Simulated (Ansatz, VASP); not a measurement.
# Two plane-wave programs on Si

Contents of INCAR:

```
PREC = Accurate ; ENCUT = 520
EDIFF = 1E-6 ; ISMEAR = 0
SIGMA = 0.05 ; LREAL = F
LASPH = T ; NELM = 80
ALGO = Normal ; ISIF = 2
LWAVE = F ; LCHARG = F
GGA = CA ; NBANDS = 16
```

The input KPOINTS:

```
Automatic mesh
0
Gamma
  10 10 6
```

Contents of POSCAR:

```
Si
1.0
    0.0000000000     -2.7007989451     -2.7007989451
    0.0000000000      2.7007989451     -2.7007989451
    5.4015978902      0.0000000000      0.0000000000
Si
4
Direct
    0.5266199060      0.4824657518      0.0000000000
   -0.0266199060      0.0175342482      0.5000000000
    0.0066404630      0.5112477809      0.2500000000
    0.4933595370     -0.0112477809      0.7500000000
```

Input for Ansatz:

```yaml
crystal:
  lattice:
    - [0.0, -2.7007989451, -2.7007989451]
    - [0.0, 2.7007989451, -2.7007989451]
    - [5.4015978902, 0.0, 0.0]
  atoms:
    - { symbol: Si, position: [0.526619906, 0.4824657518, 0.0] }
    - { symbol: Si, position: [-0.026619906, 0.0175342482, 0.5] }
    - { symbol: Si, position: [0.006640463, 0.5112477809, 0.25] }
    - { symbol: Si, position: [0.493359537, -0.0112477809, 0.75] }
basis:
  ecutwfc: 420
kpoints:
  mp_grid: { grid: [10, 10, 6] }
hamiltonian:
  xc: lda
  pseudopotentials: { kind: paw, azcp: { folder: soft_1 } }
scf:
  occupations: { method: gaussian, width: 0.05 }
output:
  forces: true
  stress: true
  eigenvalues: true
```

Change from the starting cell: mode 4 frozen in at -0.084 Å and mode 9 at -0.040 Å (largest displacements).

Alike in both runs: task single point; functional LDA; k mesh 10 × 10 × 6; occupations gaussian, width 0.05 eV; no spin polarisation.

|  | VASP | Ansatz |
| --- | --- | --- |
| version | VASP 6.6.1 | Ansatz 0.2.0 |
| potentials or method | VASP PAW LDA potentials, release 64 (Si), cutoff 520 eV | scalar-relativistic, plane waves, PAW |
| valence electrons in the cell | 16 | 16 |

Ansatz gave:

```
gap on the k mesh at the Fermi level (eV)                     : 0.40
least direct gap on the mesh (eV)                             : 0.61
pressure (GPa)                                                : 0.0
traceless stress, the component that is largest in VASP (GPa) : -0.48
rms of the force components (eV/Å)                            : 0.512
```

Question: Which values does VASP return?

Answer: gap on the k mesh at the Fermi level (eV): 0.39; least direct gap on the mesh (eV): 0.60; pressure (GPa): 0.1; traceless stress, the component that is largest in VASP (GPa): -0.48; rms of the force components (eV/Å): 0.513.

Ansatz warns that its potentials were made for another functional, while VASP's fit it. LDA's correlation is that of Perdew and Zunger in VASP and of Perdew and Wang (1992) in Ansatz. Atom by atom the forces differ by 0.001 eV/Å (rms over components).
